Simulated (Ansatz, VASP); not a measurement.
Two plane-wave programs on Os

INCAR

```
SYSTEM = Os
PREC = Accurate
ENCUT = 520
EDIFF = 1E-6
ISMEAR = 0
SIGMA = 0.15
LREAL = .FALSE.
LASPH = .TRUE.
NELM = 100
ALGO = Normal
ISIF = 2
LWAVE = .FALSE.
LCHARG = .FALSE.
GGA = PS
NBANDS = 10
```

KPOINTS

```
regular mesh
0
G
  20 20 20
  0 0 0
```

The input POSCAR:

```
Os
1.0
    0.0000000000      1.9741750000      1.9741750000
    1.9741750000      0.0000000000      1.9741750000
    1.9741750000      1.9741750000      0.0000000000
Os
1
Direct
    0.0000000000      0.0000000000      0.0000000000
```

Input for Ansatz:

```yaml
crystal:
  lattice:
    - [0.0, 1.974175, 1.974175]
    - [1.974175, 0.0, 1.974175]
    - [1.974175, 1.974175, 0.0]
  atoms:
    - { symbol: Os, position: [0.0, 0.0, 0.0] }
basis:
  ecutwfc: 420
kpoints:
  mp_grid: { grid: [20, 20, 20] }
hamiltonian:
  xc: pbesol
scf:
  occupations: { method: gaussian, width: 0.15 }
output:
  forces: true
  stress: true
  eigenvalues: true
  write_density: true
  write_potential: true
  elf: true
  volumetric_format: npy
```

Change from the starting cell: strain +0.015 along x and y, +0.015 along z, atoms carried along.

Alike in both runs: task single point; functional PBEsol; k mesh 20 × 20 × 20; occupations gaussian, width 0.15 eV; no spin polarisation.

|  | VASP | Ansatz |
| --- | --- | --- |
| version | VASP 6.6.1 | Ansatz 0.2.0 |
| potentials or method | VASP PAW PBE potentials, release 64 (Os), cutoff 520 eV | scalar-relativistic, plane waves, PAW |
| valence electrons in the cell | 8 | 16 |

Ansatz gave:

| Item | Value |
| --- | --- |
| gap on the k mesh at the Fermi level (eV) | none |
| pressure (GPa) | -33.0 |

Question: Which values does VASP return?

Answer: gap on the k mesh at the Fermi level (eV): none; pressure (GPa): -33.3.

VASP's potentials were made for PBE, not for PBEsol. A gap of «none» marks a metal or a gap that the smearing closes. Both programs put the cell under strong tension, so it lies far from rest at this level. VASP's potentials hold 8 valence electrons a cell and Ansatz's 16, so a difference there can come from the potentials and not from the codes.

Spin-orbit coupling is off throughout. Noted on VASP's run: the cell as given lies far from equilibrium.
